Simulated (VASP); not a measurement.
Na, 4 atoms in the cell. It takes space group P6_3/mmc (No. 194, hexagonal). The conventional cell has a = 2.962 Å, b = 2.962 Å, c = 9.728 Å, α = 90.00°, β = 90.00°, γ = 120.00°. Na (site symmetry -3m) has 12 Na at 2.96 to 2.97 Å within 3.9 Å. Within 3.9 Å of Na (site symmetry -6m2) lie 12 Na at 2.96 to 2.97 Å. This isn't the form of Na at room conditions, which is bcc.

| Item | Value |
| --- | --- |
| Program | VASP 6.6.1 |
| Task | relaxation of cell and atoms |
| Functional | PBE |
| Potentials or basis | VASP PAW PBE potentials, release 64 (Na_pv) |
| Cutoff | 600 eV |
| k mesh | 18 × 18 × 6 |
| Occupations | gaussian, width 0.1 eV |
| Spin | no spin polarisation |
| Target pressure | 30 GPa |
| Dipole correction | no |
| Further INCAR settings | ALGO = Fast; EDIFF = 1e-06; IBRION = 2; EDIFFG = -0.008; NSW = 70; ISIF = 3 |

Potentials or basis: VASP PAW PBE potentials, release 64 (Na_pv).

Run with:

```console
$ cat potpaw_PBE.64/Na_pv/POTCAR > POTCAR
$ mpirun -np 1 vasp_std > vasp.out
```

Hardware: 1 thread of Intel(R) Xeon(R) 6975P-C (Granite Rapids), with other jobs on the host.

Question: Estimate the wall time of this run.

Answer: It took 6.4 min on 1 thread of Intel(R) Xeon(R) 6975P-C (Granite Rapids) (shared host), peak memory 0.32 GiB. Counts: scf iterations 76, k points 148, ion steps 12.
